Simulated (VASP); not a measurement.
# Zn (Im-3m) in VASP: settings compared

The runs below take Zn through relaxation of cell and atoms, single point, with HSE06, PBE-based screened hybrid with 25 % exact exchange, RPBE+D4.

Everything below comes from runs of VASP 6.6.1. Logs are shortened: lines on timing, memory, paths and dates and some standing lists are left out, and cuts for length are marked.

### 1 The cell of the first run

It takes space group Im-3m (No. 229, cubic). Conventional cell: a = 3.138 Å, b = 3.138 Å, c = 3.138 Å, α = 90.00°, β = 90.00°, γ = 90.00°. Within 3.6 Å of Zn (site symmetry m-3m) lie 14 Zn at 2.72 to 3.14 Å.

This isn't the form of Zn at room conditions, which is hcp.

### 2 Relaxation of cell and atoms, HSE06

File POSCAR:

```
Zn
1.0
   -1.5690370000      1.5690370000      1.5690370000
    1.5690370000     -1.5690370000      1.5690370000
    1.5690370000      1.5690370000     -1.5690370000
Zn
1
Direct
    0.0000000000      0.0000000000      0.0000000000
```

File INCAR.step1:

```
SYSTEM = Zn
ALGO = Normal
EDIFF = 1E-5
ENCUT = 600
GGA = PE
ISMEAR = -1
LASPH = .True.
LCHARG = .False.
LREAL = .False.
LWAVE = .True.
NBANDS = 12
NELM = 60
PREC = Accurate
SIGMA = 0.05
```

File INCAR.step2:

```
SYSTEM = Zn
ALGO = Normal
EDIFF = 1E-6
EDIFFG = -0.01
ENCUT = 600
GGA = PE
HFSCREEN = 0.2079
IBRION = 2
ISIF = 3
ISMEAR = -1
ISTART = 1
LASPH = .True.
LCHARG = .False.
LHFCALC = .True.
LREAL = .False.
LWAVE = .False.
NELM = 60
NSW = 60
PREC = Accurate
PRECFOCK = Normal
SIGMA = 0.05
```

File KPOINTS:

```
k-points
0
Gamma
  6 6 6
  0 0 0
```

Potentials or basis: VASP PAW PBE potentials, release 64 (Zn).

Started as:

```bash
cat potpaw_PBE.64/Zn/POTCAR > POTCAR
cp INCAR.step1 INCAR
mpirun -np 1 vasp_std > vasp.out
cp INCAR.step2 INCAR
mpirun -np 1 vasp_std > vasp.out
```

OUTCAR:

```text
SYSTEM = Zn
   EDIFF = 1E-6
   EDIFFG = -0.01
   ENCUT = 600
   GGA = PE
   HFSCREEN = 0.2079
   IBRION = 2
   ISIF = 3
   ISMEAR = -1
   ISTART = 1
   LASPH = .True.
   LHFCALC = .True.
   LREAL = .False.
   NELM = 60
   NSW = 60
   PREC = Accurate
   PRECFOCK = Normal

 ion  position               nearest neighbor table
   1  0.000  0.000  0.000-

  LATTYP: Found a body centered cubic cell.
 ALAT       =     3.1380740000

  Lattice vectors:

 A1 = (  -1.5690370000,   1.5690370000,   1.5690370000)
 A2 = (   1.5690370000,  -1.5690370000,   1.5690370000)
 A3 = (   1.5690370000,   1.5690370000,  -1.5690370000)

Analysis of symmetry for initial positions (statically):
=====================================================================
 Subroutine PRICEL returns:
 Original cell was already a primitive cell.

 Routine SETGRP: Setting up the symmetry group for a
 body centered cubic supercell.

 Subroutine GETGRP returns: Found 48 space group operations
 (whereof 48 operations were pure point group operations)
 out of a pool of 48 trial point group operations.

The static configuration has the point symmetry O_h .

Analysis of symmetry for dynamics (positions and initial velocities):
=====================================================================
 Subroutine PRICEL returns:
 Original cell was already a primitive cell.

 Routine SETGRP: Setting up the symmetry group for a
 body centered cubic supercell.

 Subroutine GETGRP returns: Found 48 space group operations
 (whereof 48 operations were pure point group operations)
 out of a pool of 48 trial point group operations.

The dynamic configuration has the point symmetry O_h .

 Subroutine INISYM returns: Found 48 space group operations
 (whereof 48 operations are pure point group operations),
 and found     1 'primitive' translations

----------------------------------------------------------------------------------------

                                     Primitive cell

  volume of cell :      15.4511

  direct lattice vectors                    reciprocal lattice vectors
    -1.569037000  1.569037000  1.569037000     0.000000000  0.318666800  0.318666800
     1.569037000 -1.569037000  1.569037000     0.318666800  0.000000000  0.318666800
     1.569037000  1.569037000 -1.569037000     0.318666800  0.318666800  0.000000000

  length of vectors
     2.717651803  2.717651803  2.717651803     0.450662911  0.450662911  0.450662911

  position of ions in fractional coordinates (direct lattice)
     0.000000000  0.000000000  0.000000000

  ion indices of the primitive-cell ions
   primitive index   ion index
                 1           1

----------------------------------------------------------------------------------------

 KPOINTS: k-points

Automatic generation of k-mesh.
 Grid dimensions read from file:
 generate k-points for:    6    6    6

 Generating k-lattice:

  Cartesian coordinates                     Fractional coordinates (reciprocal lattice)
     0.000000000  0.053111133  0.053111133     0.166666667  0.000000000  0.000000000
     0.053111133  0.000000000  0.053111133     0.000000000  0.166666667  0.000000000
     0.053111133  0.053111133  0.000000000     0.000000000  0.000000000  0.166666667

  Length of vectors
     0.075110485  0.075110485  0.075110485

  Shift w.r.t. Gamma in fractional coordinates (k-lattice)
     0.000000000  0.000000000  0.000000000

 Subroutine IBZKPT returns following result:
 ===========================================

 Found     16 irreducible k-points:

 Following reciprocal coordinates:
            Coordinates               Weight
  0.000000  0.000000  0.000000      1.000000
  0.166667  0.000000  0.000000     12.000000
  0.333333  0.000000  0.000000     12.000000
  0.500000  0.000000  0.000000      6.000000
  0.166667  0.166667  0.000000     24.000000
  0.333333  0.166667  0.000000     48.000000
[... 8 lines left out ...]
  0.500000  0.500000  0.333333     12.000000
  0.500000  0.500000  0.500000      1.000000
   k-points           NKPTS =     16   k-points in BZ     NKDIM =    216   number of bands    NBANDS=     10
   number of dos      NEDOS =    301   number of ions     NIONS =      1
   total plane-waves  NPLWV =  13824
   dimension x,y,z NGX =    24 NGY =   24 NGZ =   24
   dimension x,y,z NGXF=    48 NGYF=   48 NGZF=   48
   ions per type =               1
   NGX,Y,Z   is equivalent  to a cutoff of  14.68, 14.68, 14.68 a.u.
   NGXF,Y,Z  is equivalent  to a cutoff of  29.36, 29.36, 29.36 a.u.
 SYSTEM =  Zn
   PREC   = accura    normal or accurate (medium, high low for compatibility)
   ISTART =      1    job   : 0-new  1-cont  2-samecut
   ICHARG =      0    charge: 1-file 2-atom 10-const
   ISPIN  =      1    spin polarized calculation?
   LNONCOLLINEAR =      F non collinear calculations
   LSORBIT =      F    spin-orbit coupling
   LASPH  =      T    aspherical Exc in radial PAW
   ENCUT  =  600.0 eV  44.10 Ry    6.64 a.u.   5.43  5.43  5.43*2*pi/ulx,y,z
   NELM   =     60;   NELMIN=  2; NELMDL=  0     # of ELM steps
   EDIFF  = 0.1E-05   stopping-criterion for ELM
   LREAL  =      F    real-space projection
   EDIFFG = -.1E-01   stopping-criterion for IOM
   NSW    =     60    number of steps for IOM
   IBRION =      2    ionic relax: 0-MD 1-quasi-New 2-CG
   NFREE  =      1    steps in history (QN), initial steepest desc. (CG)
   ISIF   =      3    stress and relaxation
   ISYM   =      3    0-nonsym 1-usesym 2-fastsym
   POTIM  = 0.5000    time-step for ionic-motion
   TEBEG  =    0.0;   TEEND  =   0.0 temperature during run
   PSTRESS=    0.0 pullay stress
   NELECT =      12.0000    total number of electrons
   NUPDOWN=      -1.0000    fix difference up-down
   EMIN   =  10.00;   EMAX   =-10.00  energy-range for DOS
   EFERMI =   0.00;   METHOD = LEGACY
   ISMEAR =    -1;   SIGMA  =   0.05  broadening in eV -4-tet -1-fermi 0-gaus
   EFERMI_NEDOS =   21; number of points for ismear=-14 and -15
   IALGO  =     38    algorithm
   IMIX   =      1    mixing-type and parameters
     AMIX     =   0.40;   BMIX     =  1.00
     AMIX_MAG =   1.60;   BMIX_MAG =  1.00
  volume/ion in A,a.u.               =      15.45       104.27
  Fermi-wavevector in a.u.,A,eV,Ry     =   1.504811  2.843681 30.809811  2.264457
  Thomas-Fermi vector in A             =   2.615742
   LORBIT       =      0    0 simple, 1 ext, 2 COOP (PROOUT), +10 PAW based schemes
   GGA     = PE    functional components
   LHFCALC =     T    Hartree Fock is set to
   PRECFOCK=normal    Normal, Fast or Accurate (Low or Medium for compatibility)
   ENCUT4O =  -1.0   cutoff for four orbital integrals eV
   NKREDX  =     1    reduce k-point grid by
   NKREDY  =     1    reduce k-point grid by
   NKREDZ  =     1    reduce k-point grid by
   AEXX    =    0.2500 exact exchange contribution
   HFSCREEN=    0.2079 screening length (either q_TF or 0.3 A-1)
   HFSCREENC=   0.2079 screening length for correlation (either q_TF or 0.3 A-1)
   ENCUTFOCK=  -1.0 apply spherical cutoff to Coloumb kernel
   IVDW    =     0    specifies the selected vdW correction
   LEPSILON=     F    determine dielectric tensor
   LRPA    =     F    only Hartree local field effects (RPA)
 conjugate gradient relaxation of ions
 non-spin polarized calculation
  energy-cutoff  :      600.00
  volume of cell :       15.45
 maximum number of plane-waves:       531
 NGX is ok and might be reduce to    24
  NGX = 18; NGY = 18; NGZ = 18

--------------------------------------- Ionic step        1  -------------------------------------------

 number of electron      11.9999995 magnetization

 Free energy of the ion-electron system (eV)
  ---------------------------------------------------
  ext. energy  EPLUGINS =         0.00000000
  ---------------------------------------------------
  free energy    TOTEN  =        -1.17308754 eV

  energy without entropy =       -1.16993415  energy(sigma->0) =       -1.17151084

------------------------ aborting loop because EDIFF is reached ----------------------------------------

  FORCE on cell =-STRESS in cart. coord.  units (eV):
  Direction    XX          YY          ZZ          XY          YZ          ZX
  --------------------------------------------------------------------------------------
  -------------------------------------------------------------------------------------
  Total        0.0182932      0.0182932      0.0182932      0.0000000      0.0000000      0.0000000
  in kB        1.8968826      1.8968826      1.8968826      0.0000000      0.0000000      0.0000000
  external PRESSURE =       1.8968826 kB  Pullay stress =       0.0000000 kB

 VOLUME and BASIS-vectors are now :
 -----------------------------------------------------------------------------
  energy-cutoff  :      600.00
  volume of cell :       15.45
      direct lattice vectors                 reciprocal lattice vectors
    -1.569037000  1.569037000  1.569037000     0.000000000  0.318666800  0.318666800
     1.569037000 -1.569037000  1.569037000     0.318666800  0.000000000  0.318666800
     1.569037000  1.569037000 -1.569037000     0.318666800  0.318666800  0.000000000

 POSITION                                       TOTAL-FORCE (eV/Angst)
 -----------------------------------------------------------------------------------
      0.00000      0.00000      0.00000        -0.000000      0.000000      0.000000
 -----------------------------------------------------------------------------------
    total drift:                                0.000001      0.000011      0.000018

  FREE ENERGIE OF THE ION-ELECTRON SYSTEM (eV)
  ---------------------------------------------------
  free  energy   TOTEN  =        -1.1730875375 eV

  energy  without entropy=       -1.1699341450  energy(sigma->0) =       -1.17151084

--------------------------------------- Ionic step        2  -------------------------------------------

 number of electron      11.9999996 magnetization

 Free energy of the ion-electron system (eV)
  ---------------------------------------------------
  ext. energy  EPLUGINS =         0.00000000
  ---------------------------------------------------
  free energy    TOTEN  =        -1.17315184 eV

  energy without entropy =       -1.17000194  energy(sigma->0) =       -1.17157689

 E-fermi :   3.4345     XC(G=0):  -9.3757

 val. band max:        2.6843780458   @ k =   0.3333   0.1667   0.1667
 cond. band min:       3.4895571362   @ k =   0.3333   0.1667   0.1667
 fundamental gap:      0.8051790904
 Fermi energy:         3.4344634822

 k-point     1 :       0.0000    0.0000    0.0000
  band No.  band energies     occupation
      1      -8.5803      2.00000
      2      -6.9456      2.00000
      3      -6.9456      2.00000
      4      -6.9456      2.00000
      5      -6.4587      2.00000
      6      -6.4587      2.00000
      7      23.4775      0.00000
      8      23.4775      0.00000
      9      23.4775      0.00000
     10      24.6413      0.00000

 k-point     2 :       0.1667    0.0000    0.0000
  band No.  band energies     occupation
      1      -7.6882      2.00000
      2      -7.0201      2.00000
      3      -6.8491      2.00000
      4      -6.7441      2.00000
      5      -6.5070      2.00000
      6      -6.4526      2.00000
      7      16.0213      0.00000
      8      19.8063      0.00000
      9      20.4390      0.00000
     10      21.8256      0.00000
[... 170 lines left out ...]
 k-point    16 :       0.5000    0.5000    0.5000
  band No.  band energies     occupation
      1      -7.4884      2.00000
      2      -7.4884      2.00000
      3      -6.1612      2.00000
      4      -6.1612      2.00000
      5      -6.1612      2.00000
      6       7.8048      0.00000
      7       7.8048      0.00000
      8       7.8048      0.00000
      9      11.6751      0.00000
     10      12.0461      0.00000

------------------------ aborting loop because EDIFF is reached ----------------------------------------

  FORCE on cell =-STRESS in cart. coord.  units (eV):
  Direction    XX          YY          ZZ          XY          YZ          ZX
  --------------------------------------------------------------------------------------
  -------------------------------------------------------------------------------------
  Total        0.0060023      0.0060023      0.0060023     -0.0000000      0.0000000     -0.0000000
  in kB        0.6207551      0.6207551      0.6207551     -0.0000000      0.0000000     -0.0000000
  external PRESSURE =       0.6207551 kB  Pullay stress =       0.0000000 kB

 VOLUME and BASIS-vectors are now :
 -----------------------------------------------------------------------------
  energy-cutoff  :      600.00
  volume of cell :       15.49
      direct lattice vectors                 reciprocal lattice vectors
    -1.570421694  1.570421694  1.570421694     0.000000000  0.318385821  0.318385821
     1.570421694 -1.570421694  1.570421694     0.318385821  0.000000000  0.318385821
     1.570421694  1.570421694 -1.570421694     0.318385821  0.318385821  0.000000000

 POSITION                                       TOTAL-FORCE (eV/Angst)
 -----------------------------------------------------------------------------------
      3.14084      0.00000      0.00000        -0.000000      0.000000     -0.000000
 -----------------------------------------------------------------------------------
    total drift:                                0.000000     -0.000004     -0.000011

  FREE ENERGIE OF THE ION-ELECTRON SYSTEM (eV)
  ---------------------------------------------------
  free  energy   TOTEN  =        -1.1731518383 eV

  energy  without entropy=       -1.1700019361  energy(sigma->0) =       -1.17157689

 reached required accuracy - stopping structural energy minimisation
```

Run time: 9 min. Hardware: 1 thread of Intel Xeon 6975P-C (Granite Rapids), shared host; peak memory 0.24 GiB.

What came out:

```
Free energy                           : -1.1732 eV
Relaxed volume                        : 15.49 Å³/atom
Relaxed cell                          : a = 2.720 Å, b = 2.720 Å, c = 2.720 Å, α = 109.47°, β = 109.47°, γ = 109.47°
Space group after relaxing (to 0.1 Å) : Im-3m (No. 229)
Energy gained by relaxing             : 0.1 meV/atom
Ionic steps                           : 2
Pressure after relaxing               : 0.1 GPa
Band gap on the k mesh                : zero (bands 6 and 7 overlap by 5.82 eV)
```

Final structure:
```xyz
1
Lattice="-1.5704 1.5704 1.5704 1.5704 -1.5704 1.5704 1.5704 1.5704 -1.5704" Properties=species:S:1:pos:R:3 pbc="T T T"
Zn    3.1408    0.0000    0.0000
```

Caveat: the k points lie up to 0.47 Å⁻¹ apart in the final cell, too coarse for converged energies and pressures of a metal; the PAW data sets were made with another functional, which shifts forces and pressure a little.

[end of part 1 of 2]
